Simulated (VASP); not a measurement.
A run of VASP 6.6.1 is set up as follows.

POSCAR

```
HfO2
1.0
    0.0000000000      2.5222551871      2.5222551871
    2.5222551871      0.0000000000      2.5222551871
    2.5222551871      2.5222551871      0.0000000000
Hf O
1 2
Direct
    0.0000000000      0.0000000000      0.0000000000
    0.7500000000      0.7500000000      0.7500000000
    0.2500000000      0.2500000000      0.2500000000
```

INCAR.step1

```
PREC     = Accurate       # precision mode
ENCUT    = 660            # plane-wave cutoff, eV
ISMEAR   = 0              # smearing method
SIGMA    = 0.02           # smearing width, eV
LREAL    = F              # projectors in reciprocal space
LASPH    = T              # aspherical terms in the spheres
NELM     = 120            # most SCF steps
NBANDS   = 18             # bands
GGA      = PE             # functional
ALGO     = Normal         # electronic algorithm
EDIFF    = 1E-5           # SCF threshold, eV
LWAVE    = T              # write WAVECAR
LCHARG   = F              # write CHGCAR
GGA_COMPAT= F
```

INCAR.step2

```
PREC     = Accurate       # precision mode
ENCUT    = 660            # plane-wave cutoff, eV
EDIFF    = 1E-6           # SCF threshold, eV
ISMEAR   = 0              # smearing method
SIGMA    = 0.02           # smearing width, eV
LREAL    = F              # projectors in reciprocal space
LASPH    = T              # aspherical terms in the spheres
NELM     = 120            # most SCF steps
ALGO     = Normal         # electronic algorithm
ISIF     = 2              # what is computed and relaxed
LWAVE    = F              # write WAVECAR
LCHARG   = F              # write CHGCAR
METAGGA  = R2SCAN         # meta-GGA
LMIXTAU  = T            
NBANDS   = 18             # bands
ISTART   = 1            
GGA_COMPAT= F
```

Contents of KPOINTS:

```
Automatic mesh
0
Gamma
  8 8 8
```

Potentials or basis: VASP PAW PBE potentials, release 64 (Hf_pv, O).

Run with:

```sh
$ cat potpaw_PBE.64/Hf_pv/POTCAR potpaw_PBE.64/O/POTCAR > POTCAR
$ cp INCAR.step1 INCAR
$ mpirun -np 1 vasp_std > vasp.out
$ cp INCAR.step2 INCAR
$ mpirun -np 1 vasp_std > vasp.out
```

Question: Estimate the pressure.

Answer: -2.1 GPa.

Question: Estimate the band gap on the k mesh.

Answer: 4.34 eV.

Caveat: the PAW data sets were made with another functional, which shifts forces and pressure a little; spin-orbit coupling is left out, which moves the levels of the heavy elements. A k mesh can miss the band edges.
